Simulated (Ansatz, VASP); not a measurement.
## W in VASP and in Ansatz

```
W
1.0
    -1.58234    1.58234    1.58234
     1.58234   -1.58234    1.58234
     1.58234    1.58234   -1.58234
W
1
Direct
  0.00000 0.00000 0.00000
```

Alike in both runs: functional PBE0; k mesh 7 × 7 × 7; occupations fermi-dirac, width 0.05 eV; no spin polarisation.

```csv
,VASP,Ansatz
version,VASP 6.6.1,Ansatz 0.2.0
potentials or method,"VASP PAW PBE potentials, release 64 (W_sv)",Ansatz PAW
plane-wave cutoff (eV),520,420
valence electrons in the cell,14,14
task,single point,projected density of states
```

Ansatz gave:

* gap on the k mesh at the Fermi level (eV): none
* pressure (GPa): 0.8

Problem. Which values does VASP return?

Solution. gap on the k mesh at the Fermi level (eV): none; pressure (GPa): 0.2.

A gap of «none» marks a metal or a gap that the smearing closes. With one functional, cell and mesh, what is left measures potentials, basis and numerics.

The k mesh is coarse, so the values compare programs but aren't converged. Spin-orbit coupling is off throughout.
